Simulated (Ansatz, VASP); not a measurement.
**NaY16: VASP beside Ansatz**

```
Y Na
1.0
    -3.65000   -6.32198    0.00000
     5.47500   -3.16099    0.00000
     0.00000    0.00000   11.46830
Y Na
16 1
Direct
  0.75310 0.49813 0.99405
  0.50019 0.34486 0.23612
  0.77460 0.47668 0.47276
  0.49989 0.27728 0.76354
  0.50020 0.98796 0.01344
  0.24724 0.83460 0.25544
  0.49993 0.05292 0.48520
  0.22361 0.85808 0.77734
  0.24713 0.49831 0.99395
  0.00059 0.31873 0.23887
  0.22644 0.47748 0.47372
  0.99990 0.35118 0.73572
  0.00061 0.01545 0.01253
  0.75301 0.83475 0.25532
  0.99988 0.98336 0.51408
  0.77735 0.85891 0.77829
  0.50162 0.66780 0.62786
```

Alike in both runs: functional PBE; dispersion D3(BJ); k mesh 2 × 2 × 1; occupations fermi-dirac, width 0.15 eV; no spin polarisation.

Ansatz relaxed the structure, and its values are those at the end. VASP's run is a single point on that final structure, the one shown.

```csv
,VASP,Ansatz
version,VASP 6.6.1,Ansatz 0.2.0
potentials or method,"VASP PAW PBE potentials, release 64 (Y_sv, Na_pv), cutoff 520 eV","scalar-relativistic, plane waves, PAW"
valence electrons in the cell,183,185
```

VASP gave:

```
rms of the force components (eV/Å) : 0.021
```

Q: Which values does Ansatz return?

A: rms of the force components (eV/Å): 0.022.

VASP's potentials hold 183 valence electrons a cell and Ansatz's 185, so a difference there can come from the potentials and not from the codes.

The k mesh is coarse, so the values compare programs but aren't converged.
